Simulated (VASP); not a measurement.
CdS (wurtzite): single point with PBEsol

The system is CdS (wurtzite).

```
Cd S
1.0
     4.12385    0.00000    0.00000
    -2.06192    3.57136    0.00000
     0.00000    0.00000    6.70992
Cd S
2 2
Direct
  0.33333 0.66667 0.00022
  0.66667 0.33333 0.50022
  0.33333 0.66667 0.37678
  0.66667 0.33333 0.87678
```

```json
{
 "Program": "VASP 6.6.1",
 "Task": "single point",
 "Functional": "PBEsol",
 "Potentials or basis": "VASP PAW PBE potentials, release 64 (Cd, S)",
 "Cutoff": "520 eV",
 "k mesh": "9 × 9 × 6",
 "Occupations": "gaussian, width 0.01 eV",
 "Spin": "no spin polarisation"
}
```

```yaml
Pressure: 0.4 GPa
Band_gap_on_the_k_mesh: 1.10 eV, direct
```

Levels at points of the mesh, in eV from the valence-band top:
| k point | band 15 | band 16 | band 17 | band 18 | band 19 | band 20 | band 21 | band 22 |
| --- | --- | --- | --- | --- | --- | --- | --- | --- |
| (0.00, 0.00, 0.00) | -0.78 | -0.05 | 0.00 | 0.00 | 1.10 | 2.68 | 6.38 | 6.38 |
| (0.00, 0.00, 0.50) | -0.40 | -0.40 | -0.40 | -0.40 | 2.76 | 2.76 | 6.07 | 6.07 |

It took 54 s on 1 thread of Intel(R) Xeon(R) 6975P-C (Granite Rapids) (shared host), peak memory 0.27 GiB.

Caveat: the PAW data sets were made with another functional, which shifts forces and pressure a little. As with any semilocal functional, this PBEsol gap is likely too small.
